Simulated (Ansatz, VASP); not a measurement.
**InGa5As6 in VASP and in Ansatz**

```xyz
12
Lattice="3.9500 0.0000 0.0000 0.0000 3.9500 0.0000 0.0000 0.0000 16.7585" Properties=species:S:1:pos:R:3 pbc="T T T"
In    0.0000    0.0000    8.3792
Ga    0.0000    0.0000   13.9654
Ga    1.9750    1.9750    0.0000
Ga    0.0000    0.0000    2.7931
Ga    1.9750    1.9750    5.5862
Ga    1.9750    1.9750   11.1723
As    1.9750    0.0000    1.3965
As    0.0000    1.9750    4.1896
As    1.9750    0.0000    6.9827
As    0.0000    1.9750    9.7758
As    1.9750    0.0000   12.5688
As    0.0000    1.9750   15.3619
```

Alike in both runs: task single point; functional PBE; k mesh 4 × 4 × 1; occupations gaussian, width 0.1 eV; no spin polarisation.

|  | VASP | Ansatz |
| --- | --- | --- |
| version | VASP 6.6.1 | Ansatz 0.2.0 |
| potentials or method | VASP PAW PBE potentials, release 64 (In_d, Ga_d, As), cutoff 520 eV | scalar-relativistic, plane waves, PAW |
| valence electrons in the cell | 108 | 168 |

Ansatz gave:

```
gap on the k mesh at the Fermi level (eV)                     : 0.79
least direct gap on the mesh (eV)                             : 0.79
pressure (GPa)                                                : 10.4
traceless stress, the component that is largest in VASP (GPa) : -0.85
rms of the force components (eV/Å)                            : 0.501
```

Question: Which values does VASP return?

Answer: gap on the k mesh at the Fermi level (eV): 0.79; least direct gap on the mesh (eV): 0.79; pressure (GPa): 10.7; traceless stress, the component that is largest in VASP (GPa): -0.85; rms of the force components (eV/Å): 0.500.

Atom by atom the forces differ by 0.001 eV/Å (rms over components). VASP's potentials hold 108 valence electrons a cell and Ansatz's 168, so a difference there can come from the potentials and not from the codes.
